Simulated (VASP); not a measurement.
The system is LaSi2OsRu2.

```
CELL_PARAMETERS angstrom
4.36633 0.00000 0.00000
0.00000 4.36633 0.00000
0.00000 0.00000 5.87082
ATOMIC_POSITIONS crystal
La 0.00000 0.00000 0.50000
Os 0.00000 0.00000 0.00000
Si 0.50000 0.50000 0.25370
Si 0.50000 0.50000 0.74630
Ru 0.00000 0.50000 0.00000
Ru 0.50000 0.00000 0.00000
```

- Program: VASP 6.6.1
- Task: relaxation of cell and atoms
- Functional: PBE
- Potentials or basis: VASP PAW PBE potentials, release 64 (La, Os, Si, Ru_pv)
- Cutoff: 600 eV
- k mesh: 4 × 4 × 3
- Occupations: gaussian, width 0.024 eV
- Spin: no spin polarisation

At the start: pressure 22.3 GPa; volume 18.65 Å³/atom.

Where does the relaxation end?

Over 12 steps the energy falls by 322.4 meV/atom and the volume is 20.42 Å³/atom (+9.5 %); space group P4/mmm (No. 123, to 0.1 Å) before and after.

Step by step:
```csv
step,energy change (eV),largest force (eV/Å),pressure (GPa),volume (Å³)
1,0.0000,0.1022,22.34,111.93
2,1.1791,0.9470,-19.07,157.08
3,-1.6400,0.6202,-5.86,128.92
4,-1.6519,0.5872,-4.66,127.72
5,-1.6526,0.5752,-4.20,127.28
6,-1.9122,0.2166,0.82,120.79
7,-1.9180,0.2655,0.06,121.55
8,-1.9235,0.2105,0.20,121.60
9,-1.9323,0.0430,0.60,121.76
10,-1.9327,0.0027,0.72,121.80
11,-1.9338,0.0067,-0.41,122.97
12,-1.9343,0.0031,-0.01,122.54
```

Final structure:
```yaml
crystal:
  lattice:
    - [4.71500, 0.00000, 0.00000]
    - [0.00000, 4.71500, 0.00000]
    - [0.00000, 0.00000, 5.51212]
  atoms:
    - { symbol: La, position: [0.00000, 0.00000, 0.50000] }
    - { symbol: Os, position: [0.00000, 0.00000, 0.00000] }
    - { symbol: Si, position: [0.50000, 0.50000, 0.23955] }
    - { symbol: Si, position: [0.50000, 0.50000, 0.76045] }
    - { symbol: Ru, position: [0.00000, 0.50000, 0.00000] }
    - { symbol: Ru, position: [0.50000, 0.00000, 0.00000] }
```
